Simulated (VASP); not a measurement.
# Sn (I4_1/amd) in VASP: further runs

Sn is run at these levels: BLYP+D3(BJ), PBE, PBEsol, LDA; tasks: single point.

Program: VASP 6.6.1. These are calculated values, not measurements. Logs are shortened: lines on timing, memory, paths and dates and some standing lists are left out, and cuts for length are marked.

## (1) The cell of the first run

The structure is tetragonal, space group I4_1/amd (No. 141). Conventional cell: a = 5.906 Å, b = 5.906 Å, c = 3.200 Å, α = 90.00°, β = 90.00°, γ = 90.00°. Within 4.0 Å of Sn (site symmetry -4m2) lie 10 Sn at 3.06 to 3.81 Å.

## (2) Single point, BLYP+D3(BJ)

The input, INCAR:

```
SYSTEM = Sn
PREC = Accurate ; ENCUT = 520
EDIFF = 1E-7 ; ISMEAR = -1
SIGMA = 0.05 ; LREAL = .FALSE.
LASPH = .TRUE. ; NELM = 60
ALGO = Normal ; ISIF = 2
LWAVE = .FALSE. ; LCHARG = .FALSE.
GGA = B5 ; ALDAX = 1.0
AGGAX = 1.0 ; AGGAC = 1.0
ALDAC = 0.0 ; IVDW = 12
VDW_S6 = 1.0 ; VDW_S8 = 2.6996
VDW_A1 = 0.4298 ; VDW_A2 = 4.2359
NBANDS = 21
```

The input, KPOINTS:

```
Automatic mesh
0
G
  9 9 9
  0 0 0
```

The input, POSCAR:

```
Sn
1.0
   -2.9529291557      2.9529291557      1.5999784001
    2.9529291557     -2.9529291557      1.5999784001
    2.9529291557      2.9529291557     -1.5999784001
Sn
2
Direct
    0.0000000000      0.0000000000      0.0000000000
    0.7500000000      0.2500000000      0.5000000000
```

Potentials or basis: VASP PAW PBE potentials, release 64 (Sn_d).

Command:

```
cat potpaw_PBE.64/Sn_d/POTCAR > POTCAR
mpirun -np 1 vasp_std > vasp.out
```

OUTCAR:

```text
SYSTEM = Sn
   PREC = Accurate
   ENCUT = 520
   EDIFF = 1E-7
   ISMEAR = -1
   LREAL = .FALSE.
   LASPH = .TRUE.
   NELM = 60
   ISIF = 2
   GGA = B5
   IVDW = 12
 IVDW          = 12

 ion  position               nearest neighbor table
   1  0.000  0.000  0.000-   2 3.06   2 3.06   2 3.06   2 3.06
   2  0.750  0.250  0.500-   1 3.06   1 3.06   1 3.06   1 3.06

  LATTYP: Found a body centered tetragonal cell.
 ALAT       =     5.9058583114
 C/A-ratio  =     0.5418275603

  Lattice vectors:

 A1 = (  -2.9529291557,   2.9529291557,   1.5999784001)
 A2 = (   2.9529291557,  -2.9529291557,   1.5999784001)
 A3 = (   2.9529291557,   2.9529291557,  -1.5999784001)

Analysis of symmetry for initial positions (statically):
=====================================================================
 Subroutine PRICEL returns:
 Original cell was already a primitive cell.

 Routine SETGRP: Setting up the symmetry group for a
 body centered tetragonal supercell.

 Subroutine GETGRP returns: Found 16 space group operations
 (whereof  8 operations were pure point group operations)
 out of a pool of 16 trial point group operations.

The static configuration has the point symmetry D_2d.
 The point group associated with its full space group is D_4h.

Analysis of symmetry for dynamics (positions and initial velocities):
=====================================================================
 Subroutine PRICEL returns:
 Original cell was already a primitive cell.

 Routine SETGRP: Setting up the symmetry group for a
 body centered tetragonal supercell.

 Subroutine GETGRP returns: Found 16 space group operations
 (whereof  8 operations were pure point group operations)
 out of a pool of 16 trial point group operations.

The dynamic configuration has the point symmetry D_2d.
 The point group associated with its full space group is D_4h.

 Subroutine INISYM returns: Found 16 space group operations
 (whereof  8 operations are pure point group operations),
 and found     1 'primitive' translations

----------------------------------------------------------------------------------------

                                     Primitive cell

  volume of cell :      55.8059

  direct lattice vectors                    reciprocal lattice vectors
    -2.952929156  2.952929156  1.599978400     0.000000000  0.169323398  0.312504219
     2.952929156 -2.952929156  1.599978400     0.169323398  0.000000000  0.312504219
     2.952929156  2.952929156 -1.599978400     0.169323398  0.169323398  0.000000000

  length of vectors
[... 81 lines left out ...]
   NELM   =     60;   NELMIN=  2; NELMDL= -5     # of ELM steps
   EDIFF  = 0.1E-06   stopping-criterion for ELM
   LREAL  =      F    real-space projection
   EDIFFG = 0.1E-05   stopping-criterion for IOM
   NSW    =      0    number of steps for IOM
   IBRION =     -1    ionic relax: 0-MD 1-quasi-New 2-CG
   NFREE  =      0    steps in history (QN), initial steepest desc. (CG)
   ISIF   =      2    stress and relaxation
   ISYM   =      2    0-nonsym 1-usesym 2-fastsym
   POTIM  = 0.5000    time-step for ionic-motion
   TEBEG  =    0.0;   TEEND  =   0.0 temperature during run
   PSTRESS=    0.0 pullay stress
   NELECT =      28.0000    total number of electrons
   NUPDOWN=      -1.0000    fix difference up-down
   EMIN   =  10.00;   EMAX   =-10.00  energy-range for DOS
   EFERMI =   0.00;   METHOD = LEGACY
   ISMEAR =    -1;   SIGMA  =   0.05  broadening in eV -4-tet -1-fermi 0-gaus
   EFERMI_NEDOS =   21; number of points for ismear=-14 and -15
   IALGO  =     38    algorithm
   IMIX   =      4    mixing-type and parameters
     AMIX     =   0.40;   BMIX     =  1.00
     AMIX_MAG =   1.60;   BMIX_MAG =  1.00
  volume/ion in A,a.u.               =      27.90       188.30
  Fermi-wavevector in a.u.,A,eV,Ry     =   1.300871  2.458289 23.024656  1.692264
  Thomas-Fermi vector in A             =   2.432041
   LORBIT       =      0    0 simple, 1 ext, 2 COOP (PROOUT), +10 PAW based schemes
   GGA     = B5    functional components
   LHFCALC =     F    Hartree Fock is set to
   AEXX    =    0.0000 exact exchange contribution
   IVDW    =    12    specifies the selected vdW correction
   LEPSILON=     F    determine dielectric tensor
   LRPA    =     F    only Hartree local field effects (RPA)
 non-spin polarized calculation
  energy-cutoff  :      520.00
  volume of cell :       55.81
 maximum number of plane-waves:      1519
 NGX is ok and might be reduce to    36
   NGX = 17   NGY = 17   NGZ = 17

 number of electron      27.9999988 magnetization

 Free energy of the ion-electron system (eV)
  ---------------------------------------------------
  ext. energy  EPLUGINS =         0.00000000
  ---------------------------------------------------
  free energy    TOTEN  =        -5.95160640 eV

  energy without entropy =       -5.94444762  energy(sigma->0) =       -5.94802701

 E-fermi :   8.1180     XC(G=0):  -9.5421

 val. band max:        8.1155551293   @ k =   0.4444   0.3333   0.0000
 cond. band min:       8.1729930662   @ k =  -0.4444   0.4444   0.0000
 fundamental gap:      0.0574379368
 Fermi energy:         8.1179625019

 k-point     1 :       0.0000    0.0000    0.0000
  band No.  band energies     occupation
      1     -13.4857      2.00000
      2     -13.4156      2.00000
      3     -13.3634      2.00000
      4     -13.3627      2.00000
      5     -13.2171      2.00000
      6     -13.2171      2.00000
[... 565 lines left out ...]
     20      18.8878      0.00000
     21      19.3993      0.00000

 [... further k-points ...]

------------------------ aborting loop because EDIFF is reached ----------------------------------------

 Edisp (eV)   -1.81641

 E8    (eV) :    -1.3996

  FORCE on cell =-STRESS in cart. coord.  units (eV):
  Direction    XX          YY          ZZ          XY          YZ          ZX
  --------------------------------------------------------------------------------------
  -------------------------------------------------------------------------------------
  Total      -0.00904    -0.00904    -0.01744     0.00000     0.00000     0.00000
  in kB      -0.25965    -0.25965    -0.50070     0.00000     0.00000     0.00000
  external pressure =       -0.34 kB  Pullay stress =        0.00 kB

 VOLUME and BASIS-vectors are now :
 -----------------------------------------------------------------------------
  energy-cutoff  :      520.00
  volume of cell :       55.81
      direct lattice vectors                 reciprocal lattice vectors
    -2.952929156  2.952929156  1.599978400     0.000000000  0.169323398  0.312504219
     2.952929156 -2.952929156  1.599978400     0.169323398  0.000000000  0.312504219
     2.952929156  2.952929156 -1.599978400     0.169323398  0.169323398  0.000000000

 POSITION                                       TOTAL-FORCE (eV/Angst)
 -----------------------------------------------------------------------------------
      0.00000      0.00000      0.00000         0.000000     -0.000000     -0.000000
     -0.00000      2.95293      0.79999        -0.000000      0.000000      0.000000
 -----------------------------------------------------------------------------------
    total drift:                               -0.000000      0.000000     -0.000000

  FREE ENERGIE OF THE ION-ELECTRON SYSTEM (eV)
  ---------------------------------------------------
  free  energy   TOTEN  =        -7.7680115957 eV

  energy  without entropy=       -7.7608528140  energy(sigma->0) =       -7.76443220
```

OSZICAR:

```text
N       E                     dE             d eps       ncg     rms          rms(c)
DAV:   1     0.222407992951E+03    0.22241E+03   -0.14391E+04  3226   0.205E+03
DAV:   2     0.172601178277E+02   -0.20515E+03   -0.20074E+03  3185   0.448E+02
DAV:   3    -0.521876509192E+01   -0.22479E+02   -0.22295E+02  3658   0.135E+02
DAV:   4    -0.593761818610E+01   -0.71885E+00   -0.71857E+00  3555   0.268E+01
DAV:   5    -0.596793699545E+01   -0.30319E-01   -0.30318E-01  4533   0.516E+00    0.222E+00
DAV:   6    -0.595102556093E+01    0.16911E-01   -0.44931E-02  4264   0.301E+00    0.119E+00
DAV:   7    -0.595101039797E+01    0.15163E-04   -0.24639E-02  4270   0.215E+00    0.189E-01
DAV:   8    -0.595159050766E+01   -0.58011E-03   -0.30882E-03  3665   0.685E-01    0.449E-02
DAV:   9    -0.595160559807E+01   -0.15090E-04   -0.10780E-04  3970   0.104E-01    0.115E-02
DAV:  10    -0.595160630313E+01   -0.70505E-06   -0.12404E-05  3756   0.410E-02    0.190E-03
DAV:  11    -0.595160639822E+01   -0.95088E-07   -0.57667E-07  3891   0.838E-03
   1 F= -.77680116E+01 E0= -.77644322E+01  d E =-.715878E-02
```

stdout:

```text
POSCAR found type information on POSCAR Sn
 POSCAR found :  1 types and       2 ions
 scaLAPACK will be used
 -----------------------------------------------------------------------------
|                                                                             |
|                                                                             |
|     You enforced a specific xc type in the INCAR file but a different       |
|     I HOPE YOU KNOW WHAT YOU ARE DOING!                                     |
|                                                                             |
 -----------------------------------------------------------------------------

 LDA part: xc-table for (Slater(with rela. corr.)+VWN5), standard interpolation
 POSCAR, INCAR and KPOINTS ok, starting setup
 FFT: planning ... GRIDC
 FFT: planning ... GRID_SOFT
 FFT: planning ... GRID
 WAVECAR not read
 entering main loop
```

Run time: 42 s. Hardware: 1 thread of Intel Xeon 6975P-C (Granite Rapids), shared host; peak memory 0.24 GiB.

What came out:

```
Free energy                : -7.7680 eV
Pressure                   : 0.0 GPa
Band gap on the k mesh     : zero (band 14 reaches 9.31 eV, above the bottom of band 15 at 5.52 eV)
Dispersion energy per atom : -0.908 eV
```

Levels at points of the mesh, in eV from the Fermi level:
```tsv
k point	band 10	band 11	band 12	band 13	band 14	band 15	band 16	band 17	band 18	band 19
(0.00, 0.00, 0.00)	-21.14	-10.94	-3.96	-1.92	-1.92	3.40	5.92	5.92	6.57	6.65
```

Caveat: the PAW data sets were made with another functional, which shifts forces and pressure a little; spin-orbit coupling is left out, which moves the levels of the heavy elements; pairwise dispersion overbinds metals, which lowers pressure and volume.

## (3) Single point, PBE

This run uses another cell than the first one, of 27.65 Å³/atom, 0.991 times its volume.

The input, INCAR:

```
  PREC = Accurate
  ENCUT = 520
  EDIFF = 1E-6
  ISMEAR = -1
  SIGMA = 0.05
  LREAL = F
  LASPH = T
  NELM = 60
  ALGO = Fast
  ISIF = 2
  LWAVE = F
  LCHARG = T
  GGA = PE
  LELF = T
  LVHAR = T
  NBANDS = 21
```

The input, KPOINTS:

```
regular mesh
0
Gamma
  9 9 9
```

The input, POSCAR:

```
Sn
1.0
   -2.9401404553      2.9401404553      1.5993019889
    2.9401404553     -2.9401404553      1.5993019889
    2.9401404553      2.9401404553     -1.5993019889
Sn
2
Direct
    0.0000000000      0.0000000000      0.0000000000
    0.7500000000      0.2500000000      0.5000000000
```

Potentials or basis: VASP PAW PBE potentials, release 64 (Sn_d).

Command:

```
cat potpaw_PBE.64/Sn_d/POTCAR > POTCAR
mpirun -np 1 vasp_std > vasp.out
```

OUTCAR:

```text
PREC = Accurate
   ENCUT = 520
   EDIFF = 1E-6
   ISMEAR = -1
   LREAL = F
   LASPH = T
   NELM = 60
   ISIF = 2
   GGA = PE

 ion  position               nearest neighbor table
   1  0.000  0.000  0.000-   2 3.05   2 3.05   2 3.05   2 3.05
   2  0.750  0.250  0.500-   1 3.05   1 3.05   1 3.05   1 3.05

  LATTYP: Found a body centered tetragonal cell.
 ALAT       =     5.8802809106
 C/A-ratio  =     0.5439542815

  Lattice vectors:

 A1 = (  -2.9401404553,   2.9401404553,   1.5993019889)
 A2 = (   2.9401404553,  -2.9401404553,   1.5993019889)
 A3 = (   2.9401404553,   2.9401404553,  -1.5993019889)

Analysis of symmetry for initial positions (statically):
=====================================================================
 Subroutine PRICEL returns:
 Original cell was already a primitive cell.

 Routine SETGRP: Setting up the symmetry group for a
 body centered tetragonal supercell.

 Subroutine GETGRP returns: Found 16 space group operations
 (whereof  8 operations were pure point group operations)
 out of a pool of 16 trial point group operations.

The static configuration has the point symmetry D_2d.
[... 154 lines left out ...]
 number of electron      27.9999989 magnetization

 Free energy of the ion-electron system (eV)
  ---------------------------------------------------
  ext. energy  EPLUGINS =         0.00000000
  ---------------------------------------------------
  free energy    TOTEN  =        -7.60120985 eV

  energy without entropy =       -7.59373879  energy(sigma->0) =       -7.59747432

 E-fermi :   7.7571     XC(G=0): -10.2174

 val. band max:        7.7388475433   @ k =   0.4444   0.3333   0.0000
 cond. band min:       7.7577295935   @ k =  -0.2222  -0.2222   0.1111
 fundamental gap:      0.0188820502
 Fermi energy:         7.7571059224

 k-point     1 :       0.0000    0.0000    0.0000
  band No.  band energies     occupation
      1     -13.8844      2.00000
      2     -13.8084      2.00000
      3     -13.7640      2.00000
      4     -13.7559      2.00000
      5     -13.6138      2.00000
      6     -13.6138      2.00000
[... 565 lines left out ...]
     20      18.4365      0.00000
     21      18.9036      0.00000

 [... further k-points ...]
[... 5 lines left out ...]
  --------------------------------------------------------------------------------------
  -------------------------------------------------------------------------------------
  Total        0.5141894      0.5141894      0.3633030      0.0000000      0.0000000      0.0000000
  in kB       14.8972837     14.8972837     10.5257478      0.0000000      0.0000000      0.0000000
  external PRESSURE =      13.4401051 kB  Pullay stress =       0.0000000 kB

 VOLUME and BASIS-vectors are now :
 -----------------------------------------------------------------------------
  energy-cutoff  :      520.00
  volume of cell :       55.30
      direct lattice vectors                 reciprocal lattice vectors
    -2.940140455  2.940140455  1.599301989     0.000000000  0.170059903  0.312636390
     2.940140455 -2.940140455  1.599301989     0.170059903  0.000000000  0.312636390
     2.940140455  2.940140455 -1.599301989     0.170059903  0.170059903  0.000000000

 POSITION                                       TOTAL-FORCE (eV/Angst)
 -----------------------------------------------------------------------------------
      0.00000      0.00000      0.00000        -0.000000      0.000000     -0.000000
      0.00000      2.94014      0.79965         0.000000     -0.000000      0.000000
 -----------------------------------------------------------------------------------
    total drift:                               -0.000000      0.000000     -0.000000

  FREE ENERGIE OF THE ION-ELECTRON SYSTEM (eV)
  ---------------------------------------------------
  free  energy   TOTEN  =        -7.6012098456 eV

  energy  without entropy=       -7.5937387920  energy(sigma->0) =       -7.59747432
```

OSZICAR:

```text
N       E                     dE             d eps       ncg     rms          rms(c)
DAV:   1     0.223124953436E+03    0.22312E+03   -0.14373E+04  3190   0.205E+03
DAV:   2     0.155958748181E+02   -0.20753E+03   -0.20315E+03  3165   0.457E+02
DAV:   3    -0.689096540497E+01   -0.22487E+02   -0.22340E+02  3680   0.135E+02
DAV:   4    -0.759118240346E+01   -0.70022E+00   -0.69981E+00  3575   0.263E+01
DAV:   5    -0.761987365829E+01   -0.28691E-01   -0.28690E-01  4471   0.503E+00    0.230E+00
RMM:   6    -0.760448419114E+01    0.15389E-01   -0.27634E-02  3838   0.200E+00    0.134E+00
RMM:   7    -0.760107422206E+01    0.34100E-02   -0.21506E-02  3797   0.168E+00    0.148E-01
RMM:   8    -0.760108082151E+01   -0.65995E-05   -0.30735E-03  4174   0.643E-01    0.550E-02
RMM:   9    -0.760119913175E+01   -0.11831E-03   -0.10771E-03  5057   0.264E-01    0.247E-02
RMM:  10    -0.760120702262E+01   -0.78909E-05   -0.82173E-05  4478   0.920E-02    0.770E-03
RMM:  11    -0.760120996622E+01   -0.29436E-05   -0.35148E-05  4934   0.498E-02    0.576E-03
RMM:  12    -0.760120984563E+01    0.12059E-06   -0.37552E-06  2972   0.181E-02
   1 F= -.76012098E+01 E0= -.75974743E+01  d E =-.747105E-02
```

stdout:

```text
POSCAR found type information on POSCAR Sn
 POSCAR found :  1 types and       2 ions
 scaLAPACK will be used
 LDA part: xc-table for (Slater+PW92), standard interpolation
 POSCAR, INCAR and KPOINTS ok, starting setup
 FFT: planning ... GRIDC
 FFT: planning ... GRID_SOFT
 FFT: planning ... GRID
 WAVECAR not read
 entering main loop
WARNING in EDDRMM: call to ZHEGV failed, returncode =   6  3     21
WARNING in EDDRMM: call to ZHEGV failed, returncode =   6  3     19
WARNING in EDDRMM: call to ZHEGV failed, returncode =   6  3     19
```

Run time: 43 s. Hardware: 1 thread of Intel Xeon 6975P-C (Granite Rapids), shared host; peak memory 0.23 GiB.

Results:

```
Free energy            : -7.6012 eV
Pressure               : 1.3 GPa
Band gap on the k mesh : zero (band 14 reaches 8.97 eV, above the bottom of band 15 at 5.01 eV)
```

Caveat: spin-orbit coupling is left out, which moves the levels of the heavy elements.

(Part 1 of 2 ends here.)
